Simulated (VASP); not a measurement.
A run of VASP 6.6.1 is set up as follows.

The input INCAR:

```
ALGO = Normal ; EDIFF = 1E-6
ENCUT = 520 ; GGA = PE
ISIF = 2 ; ISMEAR = -1
ISPIN = 2 ; LASPH = T
LCHARG = T ; LELF = T
LMAXMIX = 4 ; LORBIT = 11
LREAL = F ; LVHAR = T
LWAVE = F ; MAGMOM = 1 -1 1 0
NBANDS = 28 ; NELM = 150
PREC = Accurate ; SIGMA = 0.05
```

File KPOINTS:

```
k-points
0
Gamma
  8 8 8
```

Contents of POSCAR:

```
AlNi3
1.0
    3.5230547267      0.0000000000      0.0000000000
    0.0000000000      3.5230547267      0.0000000000
    0.0000000000      0.0000000000      3.5230547267
Ni Al
3 1
Direct
    0.5000000000      0.5000000000      0.0000000000
    0.5000000000      0.0000000000      0.5000000000
    0.0000000000      0.5000000000      0.5000000000
    0.0000000000      0.0000000000      0.0000000000
```

Potentials or basis: VASP PAW PBE potentials, release 64 (Ni, Al).

Launch:

```bash
$ cat potpaw_PBE.64/Ni/POTCAR potpaw_PBE.64/Al/POTCAR > POTCAR
$ mpirun -np 1 vasp_std > vasp.out
```

Task: Predict the site moments.

Result: Ni +0.24; Al -0.01 μB.

Task: What does it give for the net moment?

Result: 0.66 μB per cell.

Task: Estimate the pressure.

Result: 7.2 GPa.

Caveat: the cell stands under pressure.
